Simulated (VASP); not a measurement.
The system is BN.

```
B N
1.0
     0.00000    1.82287    1.82287
     1.82287    0.00000    1.82287
     1.82287    1.82287    0.00000
B N
1 1
Direct
  0.00000 0.00000 0.00000
  0.25000 0.25000 0.25000
```

This cell differs from its parent crystal: strain +1.0%.

Base run:

* Program: VASP 6.6.1
* Functional: r2SCAN
* Potentials or basis: VASP PAW PBE potentials, release 64 (B, N)
* Cutoff: 520 eV
* k mesh: 12 × 12 × 12
* Occupations: gaussian, width 0.01 eV
* Spin: no spin polarisation

Its results: band gap on the k mesh 4.94 eV, indirect (least direct gap 9.40 eV); pressure -10.0 GPa.

Q: The run is repeated on the same cell with these changes: functional from r2SCAN to PBE; occupations from gaussian, width 0.01 eV to fermi-dirac, width 0.02 eV. What comes out?

A: Band gap on the k mesh 4.43 eV, indirect (least direct gap 8.70 eV); pressure -6.1 GPa.

Caveats: the PAW data sets were made with another functional, which shifts forces and pressure a little (some runs).

A k mesh can miss the band edges.
